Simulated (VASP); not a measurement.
Set up this calculation in VASP 6.6.1, as the native input.

```yaml
Task: single point
Functional: PBE
Potentials_or_basis: VASP PAW PBE potentials, release 64 (Ta_pv, H)
Cutoff: 520 eV
k_mesh: 5 × 5 × 1
Occupations: gaussian, width 0.1 eV
Spin: no spin polarisation
Dipole_correction: yes
Further_INCAR_settings: ALGO = Normal; EDIFF = 1e-07; NBANDS = 78
```

The structure of Ta12H lies in POSCAR:

```
Ta12H
1.0
    5.7486197044      0.0000000000      0.0000000000
   -1.9162065681      5.4198506339      0.0000000000
    0.0000000000      0.0000000000     20.0266897310
Ta H
12 1
Direct
    0.2500000000      0.2500000000      0.1997334584
    0.2500000000      0.7500000000      0.1997334584
    0.7500000000      0.2500000000      0.1997334584
    0.7500000000      0.7500000000      0.1997334584
    0.0000000000      0.0000000000      0.3127671385
    0.0000000000      0.5000000000      0.3127671385
    0.5000000000      0.0000000000      0.3127671385
    0.5000000000      0.5000000000      0.3127671385
    0.2500000000      0.2500000000      0.4257663071
    0.2500000000      0.7500000000      0.4257663071
    0.7500000000      0.2500000000      0.4257663071
    0.7500000000      0.7500000000      0.4257663071
    0.2500000000      0.3333333333      0.5147933957
```

One way to write it, as run:

INCAR

```
PREC = Accurate ; ENCUT = 520
EDIFF = 1E-7 ; ISMEAR = 0
SIGMA = 0.1 ; LREAL = F
LASPH = T ; NELM = 60
ALGO = Normal ; ISIF = 2
LWAVE = F ; LCHARG = F
LDIPOL = T ; IDIPOL = 3
DIPOL = 0.5 0.5 0.328 ; GGA = PE
NBANDS = 78 ; KPAR = 2
```

KPOINTS

```
regular mesh
0
Gamma
  5 5 1
```

Potentials or basis: VASP PAW PBE potentials, release 64 (Ta_pv, H).

Command:

```sh
$ cat potpaw_PBE.64/Ta_pv/POTCAR potpaw_PBE.64/H/POTCAR > POTCAR
$ mpirun -np 2 vasp_std > vasp.out
```

It gave:

```yaml
Largest_force: 0.538 eV/Å
Band_gap_on_the_k_mesh: zero (an odd number of electrons rules out a gap without spin polarisation)
```

Caveat: spin-orbit coupling is left out, which moves the levels of the heavy elements.

Wall time 16 min on 2 MPI ranks on Intel(R) Xeon(R) Platinum 8488C (Sapphire Rapids), on a shared host, peak memory 0.96 GiB a rank.
